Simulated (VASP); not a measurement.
Set up this calculation in VASP 6.6.1, as the native input.

* Task: single point
* Functional: PBE
* Potentials or basis: VASP PAW PBE potentials, release 64 (Rh_pv)
* Cutoff: 520 eV
* k mesh: 12 × 12 × 12
* Occupations: fermi-dirac, width 0.05 eV
* Spin: no spin polarisation
* Dipole correction: no
* Further INCAR settings: ALGO = Fast; EDIFF = 1e-07; NBANDS = 14

The structure of Rh lies in POSCAR:

```
Rh
1.0
    0.0000000000      1.9104189093      1.9104189093
    1.9104189093      0.0000000000      1.9104189093
    1.9104189093      1.9104189093      0.0000000000
Rh
1
Direct
    0.0000000000      0.0000000000      0.0000000000
```

One way to write it, as run:

INCAR

```
PREC     = Accurate       # precision mode
ENCUT    = 520            # plane-wave cutoff, eV
EDIFF    = 1E-7           # SCF threshold, eV
ISMEAR   = -1             # smearing method
SIGMA    = 0.05           # smearing width, eV
LREAL    = F              # projectors in reciprocal space
LASPH    = T              # aspherical terms in the spheres
NELM     = 100            # most SCF steps
ALGO     = Fast           # electronic algorithm
ISIF     = 2              # what is computed and relaxed
LWAVE    = F              # write WAVECAR
LCHARG   = F              # write CHGCAR
GGA      = PE             # functional
NBANDS   = 14             # bands
```

KPOINTS

```
regular mesh
0
Gamma
  12 12 12
```

Potentials or basis: VASP PAW PBE potentials, release 64 (Rh_pv).

The run is started by

```sh
$ cat potpaw_PBE.64/Rh_pv/POTCAR > POTCAR
$ mpirun -np 1 vasp_std > vasp.out
```

It gave:

| Quantity | Value |
| --- | --- |
| Pressure | 1.7 GPa |

Run time: 10 s on 1 thread of AMD EPYC 7R13 Processor (Zen 3), on a shared host, peak memory 0.1 GiB.
